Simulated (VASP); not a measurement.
Set up this calculation in VASP 6.6.1, as the native input.

* Task: relaxation of cell and atoms
* Functional: BLYP
* Potentials or basis: VASP PAW PBE potentials, release 64 (Mg)
* Cutoff: 600 eV
* k mesh: 10 × 10 × 10
* Occupations: fermi-dirac, width 0.05 eV
* Spin: no spin polarisation
* Dipole correction: no
* Further INCAR settings: ALGO = Normal; EDIFF = 1e-06; IBRION = 2; EDIFFG = -0.01; NSW = 60; ISIF = 3

The structure of Mg lies in POSCAR:

```
Mg
1.0
    0.0000000000      2.2442560000      2.2442560000
    2.2442560000      0.0000000000      2.2442560000
    2.2442560000      2.2442560000      0.0000000000
Mg
1
Direct
    0.0000000000      0.0000000000      0.0000000000
```

One way to write it, as run:

INCAR

```
PREC = Accurate
ENCUT = 600
EDIFF = 1E-6
ISMEAR = -1
SIGMA = 0.05
LREAL = False
LASPH = True
NELM = 100
ALGO = Normal
ISIF = 3
LWAVE = False
LCHARG = False
GGA = B5
ALDAX = 1.0
AGGAX = 1.0
AGGAC = 1.0
ALDAC = 0.0
IBRION = 2
NSW = 60
EDIFFG = -0.01
```

KPOINTS

```
Automatic mesh
0
Gamma
  10 10 10
```

Potentials or basis: VASP PAW PBE potentials, release 64 (Mg).

Launch:

```sh
$ cat potpaw_PBE.64/Mg/POTCAR > POTCAR
$ mpirun -np 1 vasp_std > vasp.out
```

It gave:

```
Relaxed volume                         : 23.61 Å³/atom
Relaxed cell                           : a = 3.220 Å, b = 3.220 Å, c = 3.220 Å, α = 60.00°, β = 60.00°, γ = 60.00°
Space group after relaxing (to 0.05 Å) : Fm-3m (No. 225)
Energy gained by relaxing              : 4.6 meV/atom
Ionic steps                            : 3
Pressure after relaxing                : 0.0 GPa
Band gap on the k mesh                 : zero (band 1 reaches 3.76 eV, above the bottom of band 2 at 1.56 eV)
```

Caveat: the PAW data sets were made with another functional, which shifts forces and pressure a little.

It took 16 s on 1 thread of Intel(R) Xeon(R) Platinum 8488C (Sapphire Rapids), with other jobs on the host, peak memory 0.16 GiB.
